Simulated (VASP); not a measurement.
# Se (P4/mmm) in VASP: a series of runs

Runs on Se. Level: PBE. Tasks: single point, relaxation of cell and atoms.

Program: VASP 6.6.1. These are calculated values, not measurements. Logs are shortened: lines on timing, memory, paths and dates and some standing lists are left out, and cuts for length are marked.

**1. The cell of the first run**

It takes space group P4/mmm (No. 123, tetragonal). The conventional cell has a = 2.644 Å, b = 2.644 Å, c = 3.983 Å, α = 90.00°, β = 90.00°, γ = 90.00°. Within 3.5 Å of Se (site symmetry 4/mmm) lie 4 Se at 2.64 Å.

The cell was built from a structure type or drawn by symmetry, and may not be a known phase.

**2. Single point, PBE**

File INCAR:

```
SYSTEM = Se
  PREC = Accurate
  ENCUT = 520
  EDIFF = 1E-7
  ISMEAR = 0
  SIGMA = 0.1
  LREAL = .False.
  LASPH = .True.
  NELM = 80
  ALGO = Normal
  ISIF = 2
  LWAVE = .False.
  LCHARG = .True.
  GGA = PE
  LELF = .True.
  LVHAR = .True.
  NBANDS = 9
```

File KPOINTS:

```
Automatic mesh
0
Gamma
  6 6 4
  0 0 0
```

File POSCAR:

```
Se
1.0
    2.6443751484      0.0000000000      0.0000000000
    0.0000000000      2.6443751484      0.0000000000
    0.0000000000      0.0000000000      3.9831093695
Se
1
Direct
    0.0000000000      0.0000000000      0.5000000000
```

Potentials or basis: VASP PAW PBE potentials, release 64 (Se).

On the command line:

```sh
> cat potpaw_PBE.64/Se/POTCAR > POTCAR
> mpirun -np 1 vasp_std > vasp.out
```

OUTCAR:

```text
SYSTEM = Se
   PREC = Accurate
   ENCUT = 520
   EDIFF = 1E-7
   ISMEAR = 0
   LREAL = .False.
   LASPH = .True.
   NELM = 80
   ISIF = 2
   GGA = PE

 ion  position               nearest neighbor table
   1  0.000  0.000  0.500-

  LATTYP: Found a simple tetragonal cell.
 ALAT       =     2.6443751484
 C/A-ratio  =     1.5062572994

  Lattice vectors:

 A1 = (   2.6443751484,   0.0000000000,   0.0000000000)
 A2 = (   0.0000000000,   2.6443751484,   0.0000000000)
 A3 = (   0.0000000000,   0.0000000000,   3.9831093695)

Analysis of symmetry for initial positions (statically):
=====================================================================
 Subroutine PRICEL returns:
 Original cell was already a primitive cell.

 Routine SETGRP: Setting up the symmetry group for a
 simple tetragonal supercell.

 Subroutine GETGRP returns: Found 16 space group operations
 (whereof 16 operations were pure point group operations)
 out of a pool of 16 trial point group operations.

The static configuration has the point symmetry D_4h.

Analysis of symmetry for dynamics (positions and initial velocities):
=====================================================================
 Subroutine PRICEL returns:
 Original cell was already a primitive cell.

 Routine SETGRP: Setting up the symmetry group for a
 simple tetragonal supercell.

 Subroutine GETGRP returns: Found 16 space group operations
 (whereof 16 operations were pure point group operations)
 out of a pool of 16 trial point group operations.

The dynamic configuration has the point symmetry D_4h.

 Subroutine INISYM returns: Found 16 space group operations
 (whereof 16 operations are pure point group operations),
 and found     1 'primitive' translations

----------------------------------------------------------------------------------------

                                     Primitive cell

  volume of cell :      27.8528

  direct lattice vectors                    reciprocal lattice vectors
     2.644375148  0.000000000  0.000000000     0.378161170  0.000000000  0.000000000
     0.000000000  2.644375148  0.000000000     0.000000000  0.378161170  0.000000000
     0.000000000  0.000000000  3.983109370     0.000000000  0.000000000  0.251060141

  length of vectors
     2.644375148  2.644375148  3.983109370     0.378161170  0.378161170  0.251060141

  position of ions in fractional coordinates (direct lattice)
     0.000000000  0.000000000  0.500000000

[... 74 lines left out ...]
   NELM   =     80;   NELMIN=  2; NELMDL= -5     # of ELM steps
   EDIFF  = 0.1E-06   stopping-criterion for ELM
   LREAL  =      F    real-space projection
   EDIFFG = 0.1E-05   stopping-criterion for IOM
   NSW    =      0    number of steps for IOM
   IBRION =     -1    ionic relax: 0-MD 1-quasi-New 2-CG
   NFREE  =      0    steps in history (QN), initial steepest desc. (CG)
   ISIF   =      2    stress and relaxation
   ISYM   =      2    0-nonsym 1-usesym 2-fastsym
   POTIM  = 0.5000    time-step for ionic-motion
   TEBEG  =    0.0;   TEEND  =   0.0 temperature during run
   PSTRESS=    0.0 pullay stress
   NELECT =       6.0000    total number of electrons
   NUPDOWN=      -1.0000    fix difference up-down
   EMIN   =  10.00;   EMAX   =-10.00  energy-range for DOS
   EFERMI =   0.00;   METHOD = LEGACY
   ISMEAR =     0;   SIGMA  =   0.10  broadening in eV -4-tet -1-fermi 0-gaus
   EFERMI_NEDOS =   21; number of points for ismear=-14 and -15
   IALGO  =     38    algorithm
   IMIX   =      4    mixing-type and parameters
     AMIX     =   0.40;   BMIX     =  1.00
     AMIX_MAG =   1.60;   BMIX_MAG =  1.00
  volume/ion in A,a.u.               =      27.85       187.96
  Fermi-wavevector in a.u.,A,eV,Ry     =   0.981377  1.854533 13.103777  0.963100
  Thomas-Fermi vector in A             =   2.112379
   LORBIT       =      0    0 simple, 1 ext, 2 COOP (PROOUT), +10 PAW based schemes
   GGA     = PE    functional components
   LHFCALC =     F    Hartree Fock is set to
   AEXX    =    0.0000 exact exchange contribution
   IVDW    =     0    specifies the selected vdW correction
   LEPSILON=     F    determine dielectric tensor
   LRPA    =     F    only Hartree local field effects (RPA)
 non-spin polarized calculation
 Gauss-broadening in eV      SIGMA  =   0.10
  energy-cutoff  :      520.00
  volume of cell :       27.85
 maximum number of plane-waves:       766
 NGX is ok and might be reduce to    20
   NGX =  9   NGY =  9   NGZ = 15

 number of electron       5.9999997 magnetization

 Free energy of the ion-electron system (eV)
  ---------------------------------------------------
  ext. energy  EPLUGINS =         0.00000000
  ---------------------------------------------------
  free energy    TOTEN  =        -3.20714529 eV

  energy without entropy =       -3.19938010  energy(sigma->0) =       -3.20326269

 E-fermi :   2.5311     XC(G=0):  -8.6957

 val. band max:        2.5024910955   @ k =   0.1667   0.1667   0.0000
 cond. band min:       2.5664482535   @ k =   0.1667   0.1667   0.2500
 fundamental gap:      0.0639571580
 Fermi energy:         2.5310754780

 k-point     1 :       0.0000    0.0000    0.0000
  band No.  band energies     occupation
      1     -13.2600      2.00000
      2      -0.5518      2.00000
      3       6.0458      0.00000
      4       6.0458      0.00000
      5       6.3506      0.00000
      6      11.8557      0.00000
      7      13.8484      0.00000
      8      21.5677      0.00000
      9      22.1416      0.00000
[... 265 lines left out ...]
 k-point    24 :       0.5000    0.0000    0.5000
  band No.  band energies     occupation
      1     -10.1526      2.00000
      2      -4.2267      2.00000
      3       0.5178      2.00000
      4       6.8345      0.00000
      5       8.0690      0.00000
      6      16.1875      0.00000
      7      17.1606      0.00000
      8      18.7540      0.00000
      9      19.3554      0.00000

 [... further k-points ...]
[... 5 lines left out ...]
  --------------------------------------------------------------------------------------
  -------------------------------------------------------------------------------------
  Total       -0.0596070     -0.0596070      0.0230197      0.0000000      0.0000000      0.0000000
  in kB       -3.4287816     -3.4287816      1.3241665      0.0000000      0.0000000      0.0000000
  external PRESSURE =      -1.8444655 kB  Pullay stress =       0.0000000 kB

 VOLUME and BASIS-vectors are now :
 -----------------------------------------------------------------------------
  energy-cutoff  :      520.00
  volume of cell :       27.85
      direct lattice vectors                 reciprocal lattice vectors
     2.644375148  0.000000000  0.000000000     0.378161170  0.000000000  0.000000000
     0.000000000  2.644375148  0.000000000     0.000000000  0.378161170  0.000000000
     0.000000000  0.000000000  3.983109370     0.000000000  0.000000000  0.251060141

 POSITION                                       TOTAL-FORCE (eV/Angst)
 -----------------------------------------------------------------------------------
      0.00000      0.00000      1.99155         0.000000      0.000000      0.000000
 -----------------------------------------------------------------------------------
    total drift:                                0.000000     -0.000000      0.000000

  FREE ENERGIE OF THE ION-ELECTRON SYSTEM (eV)
  ---------------------------------------------------
  free  energy   TOTEN  =        -3.2071452863 eV

  energy  without entropy=       -3.1993801009  energy(sigma->0) =       -3.20326269
```

OSZICAR:

```text
N       E                     dE             d eps       ncg     rms          rms(c)
DAV:   1     0.185240356871E+02    0.18524E+02   -0.26644E+03   548   0.535E+02
DAV:   2    -0.259313479705E+01   -0.21117E+02   -0.20150E+02   713   0.819E+01
DAV:   3    -0.323628523216E+01   -0.64315E+00   -0.63569E+00   618   0.170E+01
DAV:   4    -0.323877564550E+01   -0.24904E-02   -0.24896E-02   786   0.112E+00
DAV:   5    -0.323878077001E+01   -0.51245E-05   -0.51242E-05   615   0.388E-02    0.327E+00
DAV:   6    -0.320859272311E+01    0.30188E-01   -0.27809E-02   600   0.835E-01    0.198E+00
DAV:   7    -0.320668356183E+01    0.19092E-02   -0.96575E-03   622   0.548E-01    0.541E-01
DAV:   8    -0.320713776804E+01   -0.45421E-03   -0.41578E-04   642   0.138E-01    0.530E-02
DAV:   9    -0.320714122854E+01   -0.34605E-05   -0.15135E-04   598   0.635E-02    0.180E-02
DAV:  10    -0.320714651433E+01   -0.52858E-05   -0.81417E-06   619   0.183E-02    0.697E-03
DAV:  11    -0.320714575852E+01    0.75581E-06   -0.96670E-06   580   0.155E-02    0.340E-03
DAV:  12    -0.320714530222E+01    0.45630E-06   -0.71437E-07   602   0.456E-03    0.818E-04
DAV:  13    -0.320714528625E+01    0.15974E-07   -0.10471E-07   599   0.178E-03
   1 F= -.32071453E+01 E0= -.32032627E+01  d E =-.776519E-02
```

stdout:

```text
POSCAR found type information on POSCAR Se
 POSCAR found :  1 types and       1 ions
 scaLAPACK will be used
 LDA part: xc-table for (Slater+PW92), standard interpolation
 POSCAR, INCAR and KPOINTS ok, starting setup
 FFT: planning ... GRIDC
 FFT: planning ... GRID_SOFT
 FFT: planning ... GRID
 WAVECAR not read
 entering main loop
```

Wall time 4.3 s (1 thread of AMD EPYC 9R45 (Zen 5), shared host); peak memory 0.1 GiB.

What came out:

| Property | Result |
| --- | --- |
| Free energy | -3.2071 eV |
| Pressure | -0.2 GPa |
| Band gap on the k mesh | zero (bands 3 and 4 overlap by 4.91 eV) |

Stress tensor (GPa, compression positive):
```
-0.34  0.00  0.00
 0.00 -0.34  0.00
 0.00  0.00  0.13
```

Levels at points of the mesh, in eV from the Fermi level:
| k point | band 1 | band 2 | band 3 | band 4 | band 5 | band 6 |
| --- | --- | --- | --- | --- | --- | --- |
| (0.00, 0.00, 0.00) | -15.79 | -3.08 | 3.51 | 3.51 | 3.82 | 9.32 |
| (0.50, 0.00, 0.00) | -12.83 | -6.95 | -0.64 | 5.46 | 7.56 | 8.30 |
| (0.50, 0.50, 0.00) | -9.72 | -4.55 | -4.55 | 1.57 | 3.81 | 10.87 |
| (0.00, 0.00, 0.50) | -15.62 | -4.88 | 3.61 | 3.61 | 9.54 | 10.25 |
| (0.50, 0.00, 0.50) | -12.68 | -6.76 | -2.01 | 4.30 | 5.54 | 13.66 |
| (0.50, 0.50, 0.50) | -9.58 | -4.41 | -4.41 | 0.51 | 4.26 | 8.19 |

Caveat: the k points lie up to 0.40 Å⁻¹ apart, too coarse for converged energies and pressures of a metal.

**3. Single point, PBE**

This run uses another cell than the first one, of 29.10 Å³/atom.

File INCAR:

```
SYSTEM = Se
ALGO = Normal
EDIFF = 1E-6
ENCUT = 520
GGA = PE
ISIF = 2
ISMEAR = 0
LASPH = .TRUE.
LCHARG = .FALSE.
LREAL = .FALSE.
LWAVE = .FALSE.
NBANDS = 9
NELM = 100
PREC = Accurate
SIGMA = 0.1
```

File KPOINTS:

```
k-points
0
G
  6 6 4
  0 0 0
```

File POSCAR:

```
Se
1.0
    2.7091444500      0.0000000000      0.0000000000
    0.0000000000      2.7091444500      0.0000000000
    0.0000000000      0.0000000000      3.9654005800
Se
1
Direct
    0.0000000000      0.0000000000      0.5000000000
```

Potentials or basis: VASP PAW PBE potentials, release 64 (Se).

On the command line:

```sh
> cat potpaw_PBE.64/Se/POTCAR > POTCAR
> mpirun -np 1 vasp_std > vasp.out
```

Run time: 3.7 s. Hardware: 1 thread of AMD EPYC 9R45 (Zen 5), shared host; peak memory 0.1 GiB.

The run converged. Its results:

```yaml
Free_energy: -3.1825 eV
Pressure: -3.3 GPa
Band_gap_on_the_k_mesh: zero (bands 3 and 4 overlap by 4.49 eV)
```

Stress tensor (GPa, compression positive):
```
-5.09  0.00  0.00
 0.00 -5.09  0.00
 0.00  0.00  0.13
```

Levels at points of the mesh, in eV from the Fermi level:
| k point | band 1 | band 2 | band 3 | band 4 | band 5 | band 6 | band 7 |
| --- | --- | --- | --- | --- | --- | --- | --- |
| (0.00, 0.00, 0.00) | -15.29 | -2.66 | 3.15 | 3.15 | 4.14 | 9.26 | 10.79 |
| (0.50, 0.00, 0.00) | -12.66 | -6.43 | -0.48 | 4.86 | 7.92 | 8.35 | 9.84 |
| (0.50, 0.50, 0.00) | -9.95 | -4.25 | -4.25 | 1.48 | 4.08 | 11.00 | 11.00 |
| (0.00, 0.00, 0.50) | -15.11 | -4.52 | 3.25 | 3.25 | 9.50 | 10.43 | 11.28 |
| (0.50, 0.00, 0.50) | -12.51 | -6.22 | -1.91 | 4.49 | 4.94 | 13.31 | 14.62 |
| (0.50, 0.50, 0.50) | -9.80 | -4.09 | -4.09 | 0.36 | 4.59 | 8.15 | 8.15 |

Caveat: the k points lie up to 0.40 Å⁻¹ apart, too coarse for converged energies and pressures of a metal.

**4. Relaxation of cell and atoms, PBE**

This run uses another cell than the first one, of 29.10 Å³/atom.

File INCAR:

```
ALGO     = Normal         # electronic algorithm
EDIFF    = 1E-7           # SCF threshold, eV
EDIFFG   = -0.04          # ionic threshold
ENCUT    = 600            # plane-wave cutoff, eV
GGA      = PE             # functional
IBRION   = 2              # ionic algorithm
ISIF     = 3              # what is computed and relaxed
ISMEAR   = 0              # smearing method
LASPH    = True           # aspherical terms in the spheres
LCHARG   = False          # write CHGCAR
LREAL    = False          # projectors in reciprocal space
LWAVE    = False          # write WAVECAR
NELM     = 100            # most SCF steps
NSW      = 90             # ionic steps
PREC     = Accurate       # precision mode
SIGMA    = 0.1            # smearing width, eV
```

File KPOINTS:

```
k-points
0
Gamma
  6 6 4
```

POSCAR is that of step 3.

Potentials or basis: VASP PAW PBE potentials, release 64 (Se).

On the command line:

```sh
> cat potpaw_PBE.64/Se/POTCAR > POTCAR
> mpirun -np 1 vasp_std > vasp.out
```

OUTCAR:

```text
EDIFF = 1E-7
   EDIFFG = -0.04
   ENCUT = 600
   GGA = PE
   IBRION = 2
   ISIF = 3
   ISMEAR = 0
   LASPH = True
   LREAL = False
   NELM = 100
   NSW = 90
   PREC = Accurate

 ion  position               nearest neighbor table
   1  0.000  0.000  0.500-

  LATTYP: Found a simple tetragonal cell.
 ALAT       =     2.7091444500
 C/A-ratio  =     1.4637095412

  Lattice vectors:

 A1 = (   2.7091444500,   0.0000000000,   0.0000000000)
 A2 = (   0.0000000000,   2.7091444500,   0.0000000000)
 A3 = (   0.0000000000,   0.0000000000,   3.9654005800)

Analysis of symmetry for initial positions (statically):
=====================================================================
 Subroutine PRICEL returns:
 Original cell was already a primitive cell.

 Routine SETGRP: Setting up the symmetry group for a
 simple tetragonal supercell.

 Subroutine GETGRP returns: Found 16 space group operations
 (whereof 16 operations were pure point group operations)
 out of a pool of 16 trial point group operations.

The static configuration has the point symmetry D_4h.

Analysis of symmetry for dynamics (positions and initial velocities):
=====================================================================
 Subroutine PRICEL returns:
 Original cell was already a primitive cell.
[... 163 lines left out ...]
  -------------------------------------------------------------------------------------
  Total       -0.9227364     -0.9227364      0.0173596      0.0000000      0.0000000      0.0000000
  in kB      -50.7968549    -50.7968549      0.9556506      0.0000000      0.0000000      0.0000000
  external PRESSURE =     -33.5460197 kB  Pullay stress =       0.0000000 kB
[... 57 lines left out ...]
--------------------------------------- Ionic step        3  -------------------------------------------

 number of electron       6.0000000 magnetization

 Free energy of the ion-electron system (eV)
  ---------------------------------------------------
  ext. energy  EPLUGINS =         0.00000000
  ---------------------------------------------------
  free energy    TOTEN  =        -3.20720067 eV

  energy without entropy =       -3.19949556  energy(sigma->0) =       -3.20334811

 E-fermi :   2.5934     XC(G=0):  -8.7278

 val. band max:        2.5621850149   @ k =   0.1667   0.0000   0.5000
 cond. band min:       2.6269976990   @ k =   0.1667   0.1667   0.2500
 fundamental gap:      0.0648126841
 Fermi energy:         2.5933689923

 k-point     1 :       0.0000    0.0000    0.0000
  band No.  band energies     occupation
      1     -13.2324      2.00000
      2      -0.4942      2.00000
      3       6.1261      0.00000
      4       6.1261      0.00000
      5       6.4060      0.00000
      6      11.9164      0.00000
      7      13.9323      0.00000
[... 221 lines left out ...]
 k-point    24 :       0.5000    0.0000    0.5000
  band No.  band energies     occupation
      1     -10.0997      2.00000
      2      -4.1937      2.00000
      3       0.5539      2.00000
      4       6.8663      0.00000
      5       8.1666      0.00000
      6      16.2805      0.00000
      7      17.3021      0.00000

 [... further k-points ...]
[... 5 lines left out ...]
  --------------------------------------------------------------------------------------
  -------------------------------------------------------------------------------------
  Total       -0.0043139     -0.0043139      0.0309170      0.0000000      0.0000000      0.0000000
  in kB       -0.2498197     -0.2498197      1.7904210      0.0000000      0.0000000      0.0000000
  external PRESSURE =       0.4302605 kB  Pullay stress =       0.0000000 kB
[... 16 lines left out ...]
  FREE ENERGIE OF THE ION-ELECTRON SYSTEM (eV)
  ---------------------------------------------------
  free  energy   TOTEN  =        -3.2072006651 eV

  energy  without entropy=       -3.1994955604  energy(sigma->0) =       -3.20334811

 reached required accuracy - stopping structural energy minimisation
```

Wall time 9.5 s (1 thread of AMD EPYC 9R45 (Zen 5), shared host); peak memory 0.12 GiB.

What came out:

```
Free energy                           : -3.2072 eV
Relaxed volume                        : 27.67 Å³/atom
Relaxed cell                          : a = 2.641 Å, b = 2.641 Å, c = 3.967 Å, α = 90.00°, β = 90.00°, γ = 90.00°
Space group after relaxing (to 0.1 Å) : P4/mmm (No. 123)
Energy gained by relaxing             : 24.6 meV/atom
Ionic steps                           : 3
Pressure after relaxing               : 0.0 GPa
Band gap on the k mesh                : zero (bands 3 and 4 overlap by 4.96 eV)
```

Step by step:
| step | energy change (eV) | largest force (eV/Å) | pressure (GPa) | volume (Å³) |
| --- | --- | --- | --- | --- |
| 1 | 0.0000 | 0.0000 | -3.35 | 29.10 |
| 2 | -0.0083 | 0.0000 | 3.51 | 26.59 |
| 3 | -0.0246 | 0.0000 | 0.04 | 27.67 |

Final structure:
```
Se
1.0
     2.64077    0.00000    0.00000
     0.00000    2.64077    0.00000
     0.00000    0.00000    3.96728
Se
1
Cartesian
  0.0000 0.0000 1.9836
```

Caveat: the k points lie up to 0.40 Å⁻¹ apart in the final cell, too coarse for converged energies and pressures of a metal.

(Part 1 of 2 ends here.)
